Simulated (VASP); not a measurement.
# Co: single point with BLYP

Co:

```
Co
1.0
     2.47200    0.00000    0.00000
    -1.23600    2.14081    0.00000
     0.00000    0.00000    4.02114
Co
2
Direct
  0.66667 0.33333 0.75000
  0.33333 0.66667 0.25000
```

```
Program             : VASP 6.6.1
Task                : single point
Functional          : BLYP
Potentials or basis : VASP PAW PBE potentials, release 64 (Co)
Cutoff              : 520 eV
k mesh              : 12 × 12 × 7
Occupations         : fermi-dirac, width 0.05 eV
Spin                : collinear spin, ferromagnetic start
Starting moments    : [2.0, 2.0] μB
```

```json
{
  "Pressure": "13.5 GPa",
  "Net moment": "3.11 μB per cell",
  "Site moments": "Co +1.56 μB",
  "Valence electrons inside the program's atomic spheres": "Co 8.34"
}
```

Stress tensor (GPa, compression positive):
```
14.45  0.00  0.00
 0.00 14.45  0.00
 0.00  0.00 11.69
```

Levels at points of the mesh, in eV from the Fermi level:
Spin up:
```csv
k point,band 7,band 8,band 9,band 10,band 11,band 12,band 13,band 14,band 15,band 16
"(0.00, 0.00, 0.00)",-2.25,-1.86,-1.86,-0.74,-0.74,0.09,6.53,22.58,25.03,25.03
"(0.50, 0.00, 0.00)",-2.15,-0.58,-0.52,-0.43,1.52,3.56,9.96,10.55,13.20,14.27
```
Spin down:
```csv
k point,band 3,band 4,band 5,band 6,band 7,band 8,band 9,band 10,band 11,band 12
"(0.00, 0.00, 0.00)",-1.09,-1.03,-1.03,-0.67,-0.67,-0.21,-0.21,0.09,1.03,1.03
"(0.50, 0.00, 0.00)",-3.30,-1.69,-1.17,-1.09,-0.68,1.18,1.29,1.34,2.66,4.48
```

Run time: 64 s on 1 thread of AMD EPYC 7R13 Processor (Zen 3) (shared host), peak memory 0.13 GiB.

Caveat: the PAW data sets were made with another functional, which shifts forces and pressure a little.
